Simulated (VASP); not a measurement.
# Sb (Fm-3m) in VASP: single point with PBEsol

Aim: the single point of Sb with PBEsol.

All numbers are computed with VASP 6.6.1; they aren't measurements. Logs are shortened: lines on timing, memory, paths and dates and some standing lists are left out, and cuts for length are marked.

### 1 The cell of the first run

The structure is cubic, space group Fm-3m (No. 225). The conventional cell has a = 4.586 Å, b = 4.586 Å, c = 4.586 Å, α = 90.00°, β = 90.00°, γ = 90.00°. Sb (site symmetry m-3m) has 12 Sb at 3.24 Å within 4.3 Å.

### 2 Single point, PBEsol (volume scaled by 0.92)

The input, INCAR:

```
PREC = Accurate
ENCUT = 520
EDIFF = 1E-6
ISMEAR = -1
SIGMA = 0.1
LREAL = False
LASPH = True
NELM = 100
ALGO = Normal
ISIF = 2
LWAVE = False
LCHARG = True
GGA = PS
LELF = True
LVHAR = True
NBANDS = 8
```

The input, KPOINTS:

```
Automatic mesh
0
Gamma
  15 15 15
```

The input, POSCAR:

```
Sb
1.0
    0.0000000000      2.2930939995      2.2930939995
    2.2930939995      0.0000000000      2.2930939995
    2.2930939995      2.2930939995      0.0000000000
Sb
1
Direct
    0.0000000000      0.0000000000      0.0000000000
```

Potentials or basis: VASP PAW PBE potentials, release 64 (Sb).

On the command line:

```bash
$ cat potpaw_PBE.64/Sb/POTCAR > POTCAR
$ mpirun -np 1 vasp_std > vasp.out
```

OUTCAR:

```text
PREC = Accurate
   ENCUT = 520
   EDIFF = 1E-6
   ISMEAR = -1
   LREAL = False
   LASPH = True
   NELM = 100
   ISIF = 2
   GGA = PS

 ion  position               nearest neighbor table
   1  0.000  0.000  0.000-

  LATTYP: Found a face centered cubic cell.
 ALAT       =     4.5861879990

  Lattice vectors:

 A1 = (   0.0000000000,   2.2930939995,   2.2930939995)
 A2 = (   2.2930939995,   0.0000000000,   2.2930939995)
 A3 = (   2.2930939995,   2.2930939995,   0.0000000000)

Analysis of symmetry for initial positions (statically):
=====================================================================
 Subroutine PRICEL returns:
 Original cell was already a primitive cell.

 Routine SETGRP: Setting up the symmetry group for a
 face centered cubic supercell.

 Subroutine GETGRP returns: Found 48 space group operations
 (whereof 48 operations were pure point group operations)
 out of a pool of 48 trial point group operations.

The static configuration has the point symmetry O_h .

Analysis of symmetry for dynamics (positions and initial velocities):
=====================================================================
 Subroutine PRICEL returns:
 Original cell was already a primitive cell.

 Routine SETGRP: Setting up the symmetry group for a
 face centered cubic supercell.

 Subroutine GETGRP returns: Found 48 space group operations
 (whereof 48 operations were pure point group operations)
 out of a pool of 48 trial point group operations.

The dynamic configuration has the point symmetry O_h .

 Subroutine INISYM returns: Found 48 space group operations
 (whereof 48 operations are pure point group operations),
 and found     1 'primitive' translations

----------------------------------------------------------------------------------------

                                     Primitive cell

  volume of cell :      24.1155

  direct lattice vectors                    reciprocal lattice vectors
     0.000000000  2.293093999  2.293093999    -0.218046011  0.218046011  0.218046011
     2.293093999  0.000000000  2.293093999     0.218046011 -0.218046011  0.218046011
     2.293093999  2.293093999  0.000000000     0.218046011  0.218046011 -0.218046011

  length of vectors
     3.242924634  3.242924634  3.242924634     0.377666770  0.377666770  0.377666770

  position of ions in fractional coordinates (direct lattice)
     0.000000000  0.000000000  0.000000000

  ion indices of the primitive-cell ions
   primitive index   ion index
                 1           1

----------------------------------------------------------------------------------------

 KPOINTS: Automatic mesh

Automatic generation of k-mesh.
 Grid dimensions read from file:
 generate k-points for:   15   15   15

 Generating k-lattice:

  Cartesian coordinates                     Fractional coordinates (reciprocal lattice)
    -0.014536401  0.014536401  0.014536401     0.066666667  0.000000000  0.000000000
     0.014536401 -0.014536401  0.014536401     0.000000000  0.066666667  0.000000000
     0.014536401  0.014536401 -0.014536401     0.000000000  0.000000000  0.066666667

  Length of vectors
     0.025177785  0.025177785  0.025177785

  Shift w.r.t. Gamma in fractional coordinates (k-lattice)
     0.000000000  0.000000000  0.000000000

 Subroutine IBZKPT returns following result:
 ===========================================

 Found    120 irreducible k-points:

 Following reciprocal coordinates:
            Coordinates               Weight
  0.000000  0.000000  0.000000      1.000000
  0.066667  0.000000  0.000000      8.000000
  0.133333  0.000000  0.000000      8.000000
  0.200000  0.000000  0.000000      8.000000
  0.266667  0.000000  0.000000      8.000000
  0.333333  0.000000  0.000000      8.000000
[... 16 lines left out ...]
  0.133333  0.133333  0.000000      6.000000
  0.200000  0.133333  0.000000     24.000000
 [... further k-points ...]
   k-points           NKPTS =    120   k-points in BZ     NKDIM =    120   number of bands    NBANDS=      8
   number of dos      NEDOS =    301   number of ions     NIONS =      1
   total plane-waves  NPLWV =  13824
   dimension x,y,z NGX =    24 NGY =   24 NGZ =   24
   dimension x,y,z NGXF=    48 NGYF=   48 NGZF=   48
   ions per type =               1
   NGX,Y,Z   is equivalent  to a cutoff of  12.30, 12.30, 12.30 a.u.
   NGXF,Y,Z  is equivalent  to a cutoff of  24.61, 24.61, 24.61 a.u.
 SYSTEM =  unknown system
   PREC   = accura    normal or accurate (medium, high low for compatibility)
   ISTART =      0    job   : 0-new  1-cont  2-samecut
   ICHARG =      2    charge: 1-file 2-atom 10-const
   ISPIN  =      1    spin polarized calculation?
   LNONCOLLINEAR =      F non collinear calculations
   LSORBIT =      F    spin-orbit coupling
   LASPH  =      T    aspherical Exc in radial PAW
   ENCUT  =  520.0 eV  38.22 Ry    6.18 a.u.   6.03  6.03  6.03*2*pi/ulx,y,z
   NELM   =    100;   NELMIN=  2; NELMDL= -5     # of ELM steps
   EDIFF  = 0.1E-05   stopping-criterion for ELM
   LREAL  =      F    real-space projection
   EDIFFG = 0.1E-04   stopping-criterion for IOM
   NSW    =      0    number of steps for IOM
   IBRION =     -1    ionic relax: 0-MD 1-quasi-New 2-CG
   NFREE  =      0    steps in history (QN), initial steepest desc. (CG)
   ISIF   =      2    stress and relaxation
   ISYM   =      2    0-nonsym 1-usesym 2-fastsym
   POTIM  = 0.5000    time-step for ionic-motion
   TEBEG  =    0.0;   TEEND  =   0.0 temperature during run
   PSTRESS=    0.0 pullay stress
   NELECT =       5.0000    total number of electrons
   NUPDOWN=      -1.0000    fix difference up-down
   EMIN   =  10.00;   EMAX   =-10.00  energy-range for DOS
   EFERMI =   0.00;   METHOD = LEGACY
   ISMEAR =    -1;   SIGMA  =   0.10  broadening in eV -4-tet -1-fermi 0-gaus
   EFERMI_NEDOS =   21; number of points for ismear=-14 and -15
   IALGO  =     38    algorithm
   IMIX   =      4    mixing-type and parameters
     AMIX     =   0.40;   BMIX     =  1.00
     AMIX_MAG =   1.60;   BMIX_MAG =  1.00
  volume/ion in A,a.u.               =      24.12       162.74
  Fermi-wavevector in a.u.,A,eV,Ry     =   0.968946  1.831043 12.773920  0.938857
  Thomas-Fermi vector in A             =   2.098958
   LORBIT       =      0    0 simple, 1 ext, 2 COOP (PROOUT), +10 PAW based schemes
   GGA     = PS    functional components
   LHFCALC =     F    Hartree Fock is set to
   AEXX    =    0.0000 exact exchange contribution
   IVDW    =     0    specifies the selected vdW correction
   LEPSILON=     F    determine dielectric tensor
   LRPA    =     F    only Hartree local field effects (RPA)
 non-spin polarized calculation
  energy-cutoff  :      520.00
  volume of cell :       24.12
 maximum number of plane-waves:       663
   NGX = 13   NGY = 13   NGZ = 13

 number of electron       5.0000000 magnetization

 Free energy of the ion-electron system (eV)
  ---------------------------------------------------
  ext. energy  EPLUGINS =         0.00000000
  ---------------------------------------------------
  free energy    TOTEN  =        -4.26983841 eV

  energy without entropy =       -4.25004661  energy(sigma->0) =       -4.25994251

 E-fermi :   9.9350     XC(G=0): -10.8171

 val. band max:        9.9337333384   @ k =   0.4667   0.2667   0.0667
 cond. band min:       9.9352214164   @ k =  -0.4667   0.2000   0.0000
 fundamental gap:      0.0014880780
 Fermi energy:         9.9350354860

 k-point     1 :       0.0000    0.0000    0.0000
  band No.  band energies     occupation
      1      -3.9713      2.00000
      2      16.0505      0.00000
      3      16.0505      0.00000
      4      16.0505      0.00000
      5      20.1157      0.00000
      6      20.2571      0.00000
      7      20.2571      0.00000
      8      20.2571      0.00000

 k-point     2 :       0.0667    0.0000    0.0000
  band No.  band energies     occupation
      1      -3.8737      2.00000
      2      15.0380      0.00000
      3      15.9008      0.00000
      4      15.9008      0.00000
      5      19.2743      0.00000
      6      20.4926      0.00000
      7      20.4926      0.00000
      8      21.8189      0.00000

 k-point     3 :       0.1333    0.0000    0.0000
  band No.  band energies     occupation
      1      -3.5813      2.00000
      2      12.9780      0.00000
      3      15.5425      0.00000
      4      15.5425      0.00000
      5      18.8801      0.00000
      6      21.0260      0.00000
      7      21.0260      0.00000
      8      23.0317      0.00000

 k-point     4 :       0.2000    0.0000    0.0000
  band No.  band energies     occupation
      1      -3.0959      2.00000
      2      10.7369      0.00066
      3      15.1222      0.00000
      4      15.1222      0.00000
      5      18.6451      0.00000
      6      21.1408      0.00000
      7      21.1408      0.00000
      8      22.5758      0.00000

 k-point     5 :       0.2667    0.0000    0.0000
  band No.  band energies     occupation
      1      -2.4227      2.00000
      2       8.5656      2.00000
      3      14.7315      0.00000
      4      14.7315      0.00000
      5      18.5219      0.00000
      6      20.5584      0.00000
      7      20.5584      0.00000
      8      21.5965      0.00000
[... 177 lines left out ...]
 k-point    22 :      -0.0667    0.0667    0.0000
  band No.  band energies     occupation
      1      -3.7111      2.00000
      2      14.2083      0.00000
      3      14.7644      0.00000
      4      16.1041      0.00000
      5      19.1138      0.00000
      6      20.4243      0.00000
      7      21.1294      0.00000
      8      22.8396      0.00000

 k-point    23 :       0.1333    0.1333    0.0000
  band No.  band energies     occupation
      1      -3.4509      2.00000
      2      14.2554      0.00000
      3      14.2554      0.00000
      4      14.3098      0.00000
      5      17.5161      0.00000
      6      20.1888      0.00000
      7      22.4780      0.00000
      8      22.4780      0.00000

 k-point    24 :       0.2000    0.1333    0.0000
  band No.  band energies     occupation
      1      -3.0942      2.00000
      2      12.3363      0.00000
      3      13.6855      0.00000
      4      14.3091      0.00000
      5      17.4484      0.00000
      6      19.1933      0.00000
      7      22.6533      0.00000
      8      23.1789      0.00000

 [... further k-points ...]

------------------------ aborting loop because EDIFF is reached ----------------------------------------

  FORCE on cell =-STRESS in cart. coord.  units (eV):
  Direction    XX          YY          ZZ          XY          YZ          ZX
  --------------------------------------------------------------------------------------
  -------------------------------------------------------------------------------------
  Total        1.0196271      1.0196271      1.0196271      0.0000000     -0.0000000      0.0000000
  in kB       67.7417441     67.7417441     67.7417441      0.0000000     -0.0000000      0.0000000
  external PRESSURE =      67.7417441 kB  Pullay stress =       0.0000000 kB

 VOLUME and BASIS-vectors are now :
 -----------------------------------------------------------------------------
  energy-cutoff  :      520.00
  volume of cell :       24.12
      direct lattice vectors                 reciprocal lattice vectors
     0.000000000  2.293093999  2.293093999    -0.218046011  0.218046011  0.218046011
     2.293093999  0.000000000  2.293093999     0.218046011 -0.218046011  0.218046011
     2.293093999  2.293093999  0.000000000     0.218046011  0.218046011 -0.218046011

 POSITION                                       TOTAL-FORCE (eV/Angst)
 -----------------------------------------------------------------------------------
      0.00000      0.00000      0.00000         0.000000      0.000000      0.000000
 -----------------------------------------------------------------------------------
    total drift:                                0.000000     -0.000000     -0.000000

  FREE ENERGIE OF THE ION-ELECTRON SYSTEM (eV)
  ---------------------------------------------------
  free  energy   TOTEN  =        -4.2698384065 eV

  energy  without entropy=       -4.2500466093  energy(sigma->0) =       -4.25994251
```

Wall time 5.7 s (1 thread of Intel Xeon 6975P-C (Granite Rapids), shared host); peak memory 0.15 GiB.

What came out:

```
Free energy : -4.2698 eV
Pressure    : 6.8 GPa
```

Caveat: the PAW data sets were made with another functional, which shifts forces and pressure a little; spin-orbit coupling is left out, which moves the levels of the heavy elements.
